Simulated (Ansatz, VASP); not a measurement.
**Two plane-wave programs on CoSi2**

The input INCAR:

```
SYSTEM = CoSi2
ALGO = Normal
EDIFF = 1E-6
ENCUT = 520
GGA = PE
ISIF = 2
ISMEAR = 0
LASPH = .TRUE.
LCHARG = .TRUE.
LELF = .TRUE.
LREAL = .FALSE.
LVHAR = .TRUE.
LWAVE = .FALSE.
NBANDS = 16
NELM = 60
PREC = Accurate
SIGMA = 0.15
```

File KPOINTS:

```
k-points
0
G
  18 18 18
  0 0 0
```

File POSCAR:

```
CoSi2
1.0
    0.0000000000      2.7554697171      2.5350321397
    2.7554697171      0.0000000000      2.5350321397
    2.7554697171      2.7554697171      0.0000000000
Co Si
1 2
Direct
    0.0000000000      0.0000000000      0.0000000000
    0.2500000000      0.2500000000      0.2500000000
    0.7500000000      0.7500000000      0.7500000000
```

Input for Ansatz:

```yaml
crystal:
  lattice:
    - [0.0, 2.7554697171, 2.5350321397]
    - [2.7554697171, 0.0, 2.5350321397]
    - [2.7554697171, 2.7554697171, 0.0]
  atoms:
    - { symbol: Co, position: [0.0, 0.0, 0.0] }
    - { symbol: Si, position: [0.25, 0.25, 0.25] }
    - { symbol: Si, position: [0.75, 0.75, 0.75] }
basis:
  ecutwfc: 420
kpoints:
  mp_grid: { grid: [18, 18, 18] }
hamiltonian:
  xc: pbe
scf:
  occupations: { method: gaussian, width: 0.15 }
output:
  forces: true
  stress: true
  eigenvalues: true
```

Alike in both runs: task single point; functional PBE; k mesh 18 × 18 × 18; occupations gaussian, width 0.15 eV; no spin polarisation.

|  | VASP | Ansatz |
| --- | --- | --- |
| version | VASP 6.6.1 | Ansatz 0.2.0 |
| potentials or method | VASP PAW PBE potentials, release 64 (Co, Si), cutoff 520 eV | scalar-relativistic, plane waves, PAW |
| valence electrons in the cell | 17 | 25 |

```csv
,VASP,Ansatz,Ansatz less VASP
gap on the k mesh at the Fermi level (eV),none,none,-
pressure (GPa),0.3,0.5,+0.23
"traceless stress, the component that is largest in VASP (GPa)",6.25,6.27,+0.022
```

A gap of «none» marks a metal or a gap that the smearing closes. With one functional, cell and mesh, what is left measures potentials, basis and numerics. VASP's potentials hold 17 valence electrons a cell and Ansatz's 25, so a difference there can come from the potentials and not from the codes.
